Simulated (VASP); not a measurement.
# KBr3N (C2/m) in VASP: a series of runs, part 2 of 2

VASP 6.6.1. The steps go on from the part before.

## 3. Single point, PBE

The input, INCAR:

```
SYSTEM = KBr3N
PREC = Accurate
ENCUT = 520
EDIFF = 1E-6
ISMEAR = -1
SIGMA = 0.0394
LREAL = .FALSE.
LASPH = .TRUE.
NELM = 80
ALGO = Normal
ISIF = 2
LWAVE = .FALSE.
LCHARG = .TRUE.
GGA = PE
LELF = .TRUE.
LVHAR = .TRUE.
NBANDS = 46
NELECT = 71.0
ISYM = 0
```

The input, KPOINTS:

```
Automatic mesh
0
G
  5 5 2
  0 0 0
```

The input, POSCAR:

```
KBr3N
1.0
    0.0000000000      3.9743020000      0.0000000000
    8.6811450000     -1.9871510000      0.0000000000
    3.8473010000      0.0000000000     -8.7768930000
N K Br
2 2 6
Direct
    0.7310000000      0.4620000000      0.5790000000
    0.2690000000      0.5380000000      0.4210000000
    0.1960000000      0.3920000000      0.6849000000
    0.8040000000      0.6080000000      0.3151000000
    0.3300000000      0.6600000000      0.7505000000
    0.6700000000      0.3400000000      0.2495000000
    0.6169000000      0.2338000000      0.9341000000
    0.3831000000      0.7662000000      0.0659000000
    0.0479000000      0.0958000000      0.6497000000
    0.9521000000      0.9042000000      0.3503000000
```

Potentials or basis: VASP PAW PBE potentials, release 64 (N, K_sv, Br).

The run is started by

```console
> cat potpaw_PBE.64/N/POTCAR potpaw_PBE.64/K_sv/POTCAR potpaw_PBE.64/Br/POTCAR > POTCAR
> mpirun -np 1 vasp_std > vasp.out
```

OUTCAR:

```text
SYSTEM = KBr3N
   PREC = Accurate
   ENCUT = 520
   EDIFF = 1E-6
   ISMEAR = -1
   LREAL = .FALSE.
   LASPH = .TRUE.
   NELM = 80
   ISIF = 2
   GGA = PE
   NELECT = 71.0
   ISYM = 0

 ion  position               nearest neighbor table
   1  0.731  0.462  0.579-   3 2.20   3 2.20   4 2.33
   2  0.269  0.538  0.421-   4 2.20   4 2.20   3 2.33
   3  0.196  0.392  0.685-   1 2.20   1 2.20   2 2.33   5 2.64   9 2.72   7 2.98   7 2.98
   4  0.804  0.608  0.315-   2 2.20   2 2.20   1 2.33   6 2.64  10 2.72   8 2.98   8 2.98
   5  0.330  0.660  0.751-   3 2.64
   6  0.670  0.340  0.249-   4 2.64
   7  0.617  0.234  0.934-   3 2.98   3 2.98
   8  0.383  0.766  0.066-   4 2.98   4 2.98
   9  0.048  0.096  0.650-   3 2.72
  10  0.952  0.904  0.350-   4 2.72

IMPORTANT INFORMATION: All symmetrisations will be switched off!
NOSYMM: (Re-)initialisation of all symmetry stuff for point group C_1.

----------------------------------------------------------------------------------------

                                     Primitive cell

  volume of cell :     302.8159

  direct lattice vectors                    reciprocal lattice vectors
     0.000000000  3.974302000  0.000000000     0.057596089  0.251616510  0.025246917
     8.681145000 -1.987151000  0.000000000     0.115192178  0.000000000  0.050493834
     3.847301000  0.000000000 -8.776893000     0.000000000  0.000000000 -0.113935535

  length of vectors
     3.974302000  8.905675023  9.583088005     0.259356096  0.125773070  0.113935535

  position of ions in fractional coordinates (direct lattice)
     0.731000000  0.462000000  0.579000000
     0.269000000  0.538000000  0.421000000
     0.196000000  0.392000000  0.684900000
     0.804000000  0.608000000  0.315100000
     0.330000000  0.660000000  0.750500000
     0.670000000  0.340000000  0.249500000
     0.616900000  0.233800000  0.934100000
     0.383100000  0.766200000  0.065900000
     0.047900000  0.095800000  0.649700000
     0.952100000  0.904200000  0.350300000

  ion indices of the primitive-cell ions
[... 106 lines left out ...]
  Thomas-Fermi vector in A             =   2.142420
   LORBIT       =      0    0 simple, 1 ext, 2 COOP (PROOUT), +10 PAW based schemes
   GGA     = PE    functional components
[... 5 lines left out ...]
 non-spin polarized calculation
  energy-cutoff  :      520.00
  volume of cell :      302.82
 maximum number of plane-waves:      8194
 NGX is ok and might be reduce to    30
   NGX = 15   NGY = 33   NGZ = 35

 number of electron      71.0000001 magnetization

 Free energy of the ion-electron system (eV)
  ---------------------------------------------------
  ext. energy  EPLUGINS =         0.00000000
  ---------------------------------------------------
  free energy    TOTEN  =       -16.63060377 eV

  energy without entropy =      -16.49603727  energy(sigma->0) =      -16.56332052

 E-fermi :  -1.4740     XC(G=0):  -7.8854

 val. band max:       -1.4923840581   @ k =   0.4000   0.4000   0.5000
 cond. band min:      -1.4701906876   @ k =   0.0000   0.2000   0.5000
 fundamental gap:      0.0221933705
 Fermi energy:        -1.4739706413

 k-point     1 :       0.0000    0.0000    0.0000
  band No.  band energies     occupation
      1     -28.7257      2.00000
      2     -28.6582      2.00000
      3     -15.4575      2.00000
      4     -14.8293      2.00000
      5     -14.8246      2.00000
      6     -14.6803      2.00000
[... 1165 lines left out ...]
     45       6.9380      0.00000
     46       7.0919      0.00000

 [... further k-points ...]

------------------------ aborting loop because EDIFF is reached ----------------------------------------

  FORCE on cell =-STRESS in cart. coord.  units (eV):
  Direction    XX          YY          ZZ          XY          YZ          ZX
  --------------------------------------------------------------------------------------
  -------------------------------------------------------------------------------------
  Total       19.2148519     14.6016590     14.9319199      0.0000444      0.0000336      0.8994114
  in kB      101.6644099     77.2563356     79.0037222      0.0002347      0.0001778      4.7587214
  external PRESSURE =      85.9748226 kB  Pullay stress =       0.0000000 kB

 VOLUME and BASIS-vectors are now :
 -----------------------------------------------------------------------------
  energy-cutoff  :      520.00
  volume of cell :      302.82
      direct lattice vectors                 reciprocal lattice vectors
     0.000000000  3.974302000  0.000000000     0.057596089  0.251616510  0.025246917
     8.681145000 -1.987151000  0.000000000     0.115192178  0.000000000  0.050493834
     3.847301000  0.000000000 -8.776893000     0.000000000  0.000000000 -0.113935535

 POSITION                                       TOTAL-FORCE (eV/Angst)
 -----------------------------------------------------------------------------------
      6.23828      1.98715     -5.08182         0.345003     -0.000022      2.519103
      6.29017      0.00000     -3.69507        -0.345001      0.000022     -2.519109
      6.03803     -0.00000     -6.01129        -0.959391      0.000094     -3.017006
      6.49042      1.98715     -2.76560         0.959383     -0.000095      3.017007
      8.61696      0.00000     -6.58706         1.863541      0.000147     -0.577057
      3.91149      1.98715     -2.18983        -1.863535     -0.000146      0.577050
      5.62342      1.98715     -8.19850        -0.073334     -0.000024     -0.696590
      6.90503      0.00000     -0.57840         0.073328      0.000023      0.696600
      3.33125      0.00000     -5.70235        -1.306104      0.000118      0.126289
      9.19720      1.98715     -3.07455         1.306109     -0.000118     -0.126286
 -----------------------------------------------------------------------------------
    total drift:                                0.000012     -0.000000      0.000005

  FREE ENERGIE OF THE ION-ELECTRON SYSTEM (eV)
  ---------------------------------------------------
  free  energy   TOTEN  =       -16.6306037690 eV

  energy  without entropy=      -16.4960372662  energy(sigma->0) =      -16.56332052
```

OSZICAR:

```text
N       E                     dE             d eps       ncg     rms          rms(c)
DAV:   1     0.560198699372E+03    0.56020E+03   -0.30788E+04  2392   0.132E+03
DAV:   2     0.306037713216E+02   -0.52959E+03   -0.52208E+03  3246   0.305E+02
DAV:   3    -0.215765190028E+02   -0.52180E+02   -0.51198E+02  3120   0.921E+01
DAV:   4    -0.232413596647E+02   -0.16648E+01   -0.16583E+01  3416   0.173E+01
[... 24 lines left out ...]
DAV:  29    -0.166306578204E+02    0.47190E-04   -0.49450E-05  2704   0.151E-02    0.101E-01
DAV:  30    -0.166306243705E+02    0.33450E-04   -0.30182E-05  2686   0.203E-02    0.632E-02
DAV:  31    -0.166306122398E+02    0.12131E-04   -0.11805E-05  2704   0.120E-02    0.402E-02
DAV:  32    -0.166306039433E+02    0.82965E-05   -0.17718E-05  2686   0.130E-02    0.141E-02
DAV:  33    -0.166306037690E+02    0.17429E-06   -0.27219E-06  2176   0.693E-03
   1 F= -.16630604E+02 E0= -.16563321E+02  d E =-.134567E+00
```

Wall time 12 min (1 thread of Intel Xeon Platinum 8488C (Sapphire Rapids), shared host); peak memory 0.55 GiB.

Results:

- Free energy: -16.6306 eV
- Largest force: 3.166 eV/Å

Forces in eV/Å, atoms in the order of the input:
```
N    0.345  0.000  2.519
N   -0.345  0.000 -2.519
K   -0.959  0.000 -3.017
K    0.959  0.000  3.017
Br   1.864  0.000 -0.577
Br  -1.864  0.000  0.577
Br  -0.073  0.000 -0.697
Br   0.073  0.000  0.697
Br  -1.306  0.000  0.126
Br   1.306  0.000 -0.126
```

Levels at points of the mesh, in eV from the Fermi level:
```csv
k point,band 31,band 32,band 33,band 34,band 35,band 36,band 37,band 38,band 39,band 40
"(0.00, 0.00, 0.00)",-0.21,-0.09,-0.08,-0.07,0.09,0.10,0.28,0.38,0.77,1.57
"(0.00, 0.00, 0.50)",-0.25,-0.13,-0.11,0.07,0.07,0.08,0.12,0.32,0.64,1.58
```

Caveat: the cell carries a net charge on a neutralising background, which shifts energy and pressure; the cell is charged against a uniform background, so pressure and absolute levels hang on convention; an odd number of electrons without spin polarisation forces a metal; a magnetic or distorted state may lie lower.
